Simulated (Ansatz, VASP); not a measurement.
Two plane-wave programs on ReSb2

```xyz
3
Lattice="2.9748 0.0000 0.0000 0.0000 2.9748 0.0000 0.0000 0.0000 8.3693" Properties=species:S:1:pos:R:3 pbc="T T T"
Re    0.0000    0.0000    0.0000
Sb    1.4874    0.0000    2.3210
Sb    0.0000    1.4874    6.0483
```

Change from the starting cell: ordered vacancies on the cation sites of zinc blende (P-4m2, No. 115).

Alike in both runs: functional PBE; k mesh 6 × 6 × 4; occupations gaussian, width 0.1 eV; no spin polarisation.

Ansatz relaxed the structure, and its values are those at the end. VASP's run is a single point on that final structure, the one shown.

```csv
,VASP,Ansatz
version,VASP 6.6.1,Ansatz 0.2.0
potentials or method,"VASP PAW PBE potentials, release 64 (Re, Sb), cutoff 520 eV","scalar-relativistic, plane waves, PAW"
valence electrons in the cell,17,45
```

Ansatz gave:

- gap on the k mesh at the Fermi level (eV): none
- pressure (GPa): 0.2
- rms of the force components (eV/Å): 0.012

**Question.** What did VASP give for the same quantities?

**Answer.** gap on the k mesh at the Fermi level (eV): none; pressure (GPa): 0.1; rms of the force components (eV/Å): 0.023.

A gap of «none» marks a metal or a gap that the smearing closes. With one functional, cell and mesh, what is left measures potentials, basis and numerics. VASP's potentials hold 17 valence electrons a cell and Ansatz's 45, so a difference there can come from the potentials and not from the codes.

Spin-orbit coupling is off throughout.
